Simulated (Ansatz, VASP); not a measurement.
# Ca: VASP beside Ansatz

```xyz
1
Lattice="-2.2250 2.2250 2.2250 2.2250 -2.2250 2.2250 2.2250 2.2250 -2.2250" Properties=species:S:1:pos:R:3 pbc="T T T"
Ca    0.0000    0.0000    0.0000
```

Alike in both runs: task single point; functional BLYP; k mesh 11 × 11 × 11; occupations fermi-dirac, width 0.1 eV; no spin polarisation.

|  | VASP | Ansatz |
| --- | --- | --- |
| version | VASP 6.6.1 | Ansatz 0.2.0 |
| potentials or method | VASP PAW PBE potentials, release 64 (Ca_sv), cutoff 520 eV | plane waves (420 eV) with PAW, scalar-relativistic |
| valence electrons in the cell | 10 | 10 |

|  | VASP | Ansatz | Ansatz less VASP |
| --- | --- | --- | --- |
| pressure (GPa) | -0.6 | -0.6 | -0.01 |

VASP's potentials were made for PBE, not for BLYP. The functional is the same, so the differences come from potentials, cutoffs and numerics.
